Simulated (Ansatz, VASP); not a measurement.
## Two plane-wave programs on Te2Mo

```
Te Mo
1.0
     3.49418    0.00000    0.00000
    -1.74709    3.02605    0.00000
     0.00000    0.00000   14.84597
Te Mo
4 2
Direct
  0.33333 0.66667 0.62823
  0.66667 0.33333 0.12823
  0.66667 0.33333 0.37177
  0.33333 0.66667 0.87177
  0.33333 0.66667 0.25000
  0.66667 0.33333 0.75000
```

Alike in both runs: task single point; functional PBEsol; k mesh 12 × 12 × 2; occupations gaussian, width 0.02 eV; no spin polarisation.

|  | VASP | Ansatz |
| --- | --- | --- |
| version | VASP 6.6.1 | Ansatz 0.2.0 |
| potentials or method | VASP PAW PBE potentials, release 64 (Te, Mo_sv), cutoff 520 eV | scalar-relativistic, plane waves, PAW |
| valence electrons in the cell | 52 | 92 |

Ansatz gave:

- gap on the k mesh at the Fermi level (eV): 0.91
- least direct gap on the mesh (eV): 1.13
- pressure (GPa): -0.5
- traceless stress, the component that is largest in VASP (GPa): -0.47
- rms of the force components (eV/Å): 0.001

Q: Estimate VASP's values.

A: gap on the k mesh at the Fermi level (eV): 0.92; least direct gap on the mesh (eV): 1.13; pressure (GPa): -0.4; traceless stress, the component that is largest in VASP (GPa): -0.40; rms of the force components (eV/Å): 0.016.

VASP's potentials were made for PBE, not for PBEsol. Atom by atom the forces differ by 0.015 eV/Å (rms over components). VASP's potentials hold 52 valence electrons a cell and Ansatz's 92, so a difference there can come from the potentials and not from the codes.

Spin-orbit coupling is off throughout.
